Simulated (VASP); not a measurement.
A run of VASP 6.6.1:

POSCAR

```
MgS
1.0
    0.0000000000      2.9964831363      2.5644749933
    2.9964831363      0.0000000000      2.5644749933
    2.9964831363      2.9964831363      0.0000000000
Mg S
1 1
Direct
    0.0000000000      0.0000000000      0.0000000000
    0.2500000000      0.2500000000      0.2500000000
```

INCAR.step1

```
SYSTEM = MgS
PREC = Accurate ; ENCUT = 520
EDIFF = 1E-5 ; ISMEAR = 0
SIGMA = 0.01 ; LREAL = .False.
LASPH = .True. ; NELM = 80
ALGO = Normal ; ISIF = 2
LWAVE = .True. ; LCHARG = .False.
NBANDS = 11 ; GGA = PE
```

Contents of INCAR.step2:

```
SYSTEM = MgS
PREC = Accurate ; ENCUT = 520
EDIFF = 1E-6 ; ISMEAR = 0
SIGMA = 0.01 ; LREAL = .False.
LASPH = .True. ; NELM = 80
ALGO = Normal ; ISIF = 2
LWAVE = .False. ; LCHARG = .False.
GGA = PE ; LHFCALC = .True.
HFSCREEN = 0.2079 ; PRECFOCK = Normal
NBANDS = 11 ; ISTART = 1
```

Contents of KPOINTS:

```
regular mesh
0
Gamma
  6 6 6
  0 0 0
```

Potentials or basis: VASP PAW PBE potentials, release 64 (Mg, S).

The run is started by

```bash
$ cat potpaw_PBE.64/Mg/POTCAR potpaw_PBE.64/S/POTCAR > POTCAR
$ cp INCAR.step1 INCAR
$ mpirun -np 1 vasp_std > vasp.out
$ cp INCAR.step2 INCAR
$ mpirun -np 1 vasp_std > vasp.out
```

Hardware: 1 thread of Intel(R) Xeon(R) Platinum 8488C (Sapphire Rapids) (shared host).

Q: Estimate the wall time of this run.

A: Wall time 14 min on 1 thread of Intel(R) Xeon(R) Platinum 8488C (Sapphire Rapids), on a shared host, peak memory 0.3 GiB. Counts: k points 30.
